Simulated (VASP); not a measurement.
TlBr: single point with PBE

Crystal: TlBr.

```xyz
2
Lattice="3.9462 0.0000 0.0000 0.0000 3.9462 0.0000 0.0000 0.0000 3.9462" Properties=species:S:1:pos:R:3 pbc="T T T"
Tl    0.0000    0.0000    0.0000
Br    1.9731    1.9731    1.9731
```

```
Program                : VASP 6.6.1
Task                   : single point
Functional             : PBE
Potentials or basis    : VASP PAW PBE potentials, release 64 (Tl_d, Br)
Cutoff                 : 500 eV
k mesh                 : 6 × 6 × 6
Occupations            : gaussian, width 0.01 eV
Spin                   : no spin polarisation
Dipole correction      : no
Further INCAR settings : ALGO = Normal; EDIFF = 1e-06; NBANDS = 17
```

```yaml
Pressure: 1.9 GPa
Band_gap_on_the_k_mesh: 1.79 eV
```

Levels at points of the mesh, in eV from the valence-band top:
| k point | band 8 | band 9 | band 10 | band 11 | band 12 | band 13 |
| --- | --- | --- | --- | --- | --- | --- |
| (0.00, 0.00, 0.00) | -1.42 | -1.42 | -1.42 | 6.94 | 6.94 | 7.31 |
| (0.50, 0.00, 0.00) | -0.89 | -0.89 | 0.00 | 1.79 | 5.76 | 5.76 |
| (0.50, 0.50, 0.00) | -3.11 | -3.11 | -0.81 | 4.89 | 4.89 | 7.46 |
| (0.50, 0.50, 0.50) | -2.05 | -2.05 | -2.05 | 2.03 | 2.03 | 2.03 |

It took 33 s on 1 thread of AMD EPYC 7R13, on a shared host, peak memory 0.15 GiB.

Caveat: spin-orbit coupling is left out, which moves the levels of the heavy elements. A hybrid or GW would open this gap; PBE tends to underestimate it.
